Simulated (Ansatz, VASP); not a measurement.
One calculation of Hf, two programs

File POSCAR:

```
Hf
1.0
   -1.7930917464      1.7930917464      1.7930917464
    1.7930917464     -1.7930917464      1.7930917464
    1.7930917464      1.7930917464     -1.7930917464
Hf
1
Direct
    0.0000000000      0.0000000000      0.0000000000
```

Contents of INCAR.step1:

```
SYSTEM = Hf
PREC = Accurate ; ENCUT = 520
ISMEAR = 0 ; SIGMA = 0.05
LREAL = .False. ; LASPH = .True.
NELM = 60 ; NBANDS = 11
GGA = PE ; ALGO = Normal
EDIFF = 1E-4 ; LWAVE = .True.
LCHARG = .False.
```

INCAR.step2

```
SYSTEM = Hf
PREC = Accurate ; ENCUT = 520
EDIFF = 1E-6 ; ISMEAR = 0
SIGMA = 0.05 ; LREAL = .False.
LASPH = .True. ; NELM = 60
ALGO = Normal ; ISIF = 2
LWAVE = .False. ; LCHARG = .True.
METAGGA = R2SCAN ; LMIXTAU = .True.
LELF = .True. ; LVHAR = .True.
NBANDS = 11 ; ISTART = 1
```

The input KPOINTS:

```
Automatic mesh
0
Gamma
  18 18 18
  0 0 0
```

Input for Ansatz:

```yaml
crystal:
  lattice:
    - [-1.7930917464, 1.7930917464, 1.7930917464]
    - [1.7930917464, -1.7930917464, 1.7930917464]
    - [1.7930917464, 1.7930917464, -1.7930917464]
  atoms:
    - { symbol: Hf, position: [0.0, 0.0, 0.0] }
basis:
  ecutwfc: 500
  ecutrho_ratio: 4
kpoints:
  mp_grid: { grid: [18, 18, 18] }
hamiltonian:
  xc: r2scan
scf:
  occupations: { method: gaussian, width: 0.05 }
output:
  forces: true
  stress: true
  eigenvalues: true
```

Alike in both runs: task single point; functional r2SCAN; k mesh 18 × 18 × 18; occupations gaussian, width 0.05 eV; no spin polarisation.

```csv
,VASP,Ansatz
version,VASP 6.6.1,Ansatz 0.2.0
potentials or method,"VASP PAW PBE potentials, release 64 (Hf_pv), cutoff 520 eV","scalar-relativistic, plane waves, PAW"
valence electrons in the cell,10,26
```

```tsv
	VASP	Ansatz	Ansatz less VASP
gap on the k mesh at the Fermi level (eV)	none	none	-
pressure (GPa)	-4.4	-4.0	+0.46
```

VASP's potentials were made for PBE, not for r2SCAN. A gap of «none» marks a metal or a gap that the smearing closes. With one functional, cell and mesh, what is left measures potentials, basis and numerics. VASP's potentials hold 10 valence electrons a cell and Ansatz's 26, so a difference there can come from the potentials and not from the codes.

Neither program's run includes spin-orbit coupling.
